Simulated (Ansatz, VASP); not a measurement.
# BiTe: VASP beside Ansatz

```
Bi Te
1.0
     0.00000    3.23500    3.23500
     3.23500    0.00000    3.23500
     3.23500    3.23500    0.00000
Bi Te
1 1
Cartesian
  0.0000 0.0000 0.0000
  3.2350 3.2350 3.2350
```

Alike in both runs: functional PBE; k mesh 13 × 13 × 13; occupations fermi-dirac, width 0.05 eV; no spin polarisation.

Ansatz relaxed the structure, and its values are those at the end. VASP's run is a single point on that final structure, the one shown.

|  | VASP | Ansatz |
| --- | --- | --- |
| version | VASP 6.6.1 | Ansatz 0.2.0 |
| potentials or method | VASP PAW PBE potentials, release 64 (Bi_d, Te) | plane-wave PAW, scalar-relativistic |
| plane-wave cutoff (eV) | 520 | 420 |
| valence electrons in the cell | 21 | 31 |

```csv
,VASP,Ansatz,Ansatz less VASP
pressure (GPa),0.7,0.8,+0.08
```

VASP's potentials hold 21 valence electrons a cell and Ansatz's 31, so a difference there can come from the potentials and not from the codes. Ansatz's warnings: stress scf threshold loose.

Spin-orbit coupling is off throughout.
